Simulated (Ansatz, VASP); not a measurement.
Two plane-wave programs on Ga

```xyz
4
Lattice="3.1292 0.0000 0.0000 -1.5646 2.7100 0.0000 0.0000 0.0000 10.2146" Properties=species:S:1:pos:R:3 pbc="T T T"
Ga   -1.5646    2.7100   10.2146
Ga   -1.5646    2.7100    5.1073
Ga    0.0000    1.8067    2.5536
Ga    1.5646    0.9033    7.6609
```

Alike in both runs: task single point; functional BLYP; k mesh 13 × 13 × 4; occupations fermi-dirac, width 0.1 eV; no spin polarisation.

|  | VASP | Ansatz |
| --- | --- | --- |
| version | VASP 6.6.1 | Ansatz 0.2.0 |
| potentials or method | VASP PAW PBE potentials, release 64 (Ga_d), cutoff 520 eV | plane waves (420 eV) with PAW, scalar-relativistic |
| valence electrons in the cell | 52 | 52 |

```csv
,VASP,Ansatz,Ansatz less VASP
pressure (GPa),0.0,0.1,+0.12
"traceless stress, the component that is largest in VASP (GPa)",0.16,0.17,+0.002
```

VASP's potentials were made for PBE, not for BLYP. The functional is the same, so the differences come from potentials, cutoffs and numerics.
